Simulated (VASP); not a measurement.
Set up this calculation in VASP 6.6.1, as the native input.

| Quantity | Value |
| --- | --- |
| Task | single point |
| Functional | PBE |
| Potentials or basis | VASP PAW PBE potentials, release 64 (In_d, Se) |
| Cutoff | 520 eV |
| k mesh | 6 × 6 × 6 |
| Occupations | fermi-dirac, width 0.05 eV |
| Spin | non-collinear spin, zero start, spin-orbit coupling |
| Starting moments | [[0.0, 0.0, 0.0], [0.0, 0.0, 0.0], [0.0, 0.0, 0.0], [0.0, 0.0, 0.0]] μB |
| Dipole correction | no |
| Further INCAR settings | ALGO = Normal; EDIFF = 1e-07; NBANDS = 52 |

The structure of InSe lies in POSCAR:

```
InSe
1.0
    2.0000000000      1.1547005384      8.4400000000
   -2.0000000000      1.1547005384      8.4400000000
    0.0000000000     -2.3094010768      8.4400000000
In Se
2 2
Direct
    0.8886000000      0.8886000000      0.8886000000
    0.0000000000      0.0000000000      0.0000000000
    0.1719000000      0.1719000000      0.1719000000
    0.3835000000      0.3835000000      0.3835000000
```

These files were run (other wordings do the same):

INCAR

```
PREC = Accurate
ENCUT = 520
EDIFF = 1E-7
ISMEAR = -1
SIGMA = 0.05
LREAL = False
LASPH = True
NELM = 150
ALGO = Normal
ISIF = 2
LWAVE = False
LCHARG = True
MAGMOM = 0 0 0 0 0 0 0 0 0 0 0 0
LORBIT = 11
LSORBIT = True
GGA_COMPAT = False
LORBMOM = True
GGA = PE
LVHAR = True
NBANDS = 52
```

KPOINTS

```
Automatic mesh
0
Gamma
  6 6 6
```

Potentials or basis: VASP PAW PBE potentials, release 64 (In_d, Se).

Run with:

```sh
$ cat potpaw_PBE.64/In_d/POTCAR potpaw_PBE.64/Se/POTCAR > POTCAR
$ mpirun -np 1 vasp_ncl > vasp.out
```

Results of the run:

* Pressure: 2.8 GPa
* Largest force: 0.383 eV/Å
* Net moment: 0.00 μB per cell
* Valence electrons inside the program's atomic spheres: In 11.42, 11.41; Se 3.84

It took 72 min on 1 thread of Intel(R) Xeon(R) Platinum 8488C (Sapphire Rapids), with other jobs on the host, peak memory 2.1 GiB.
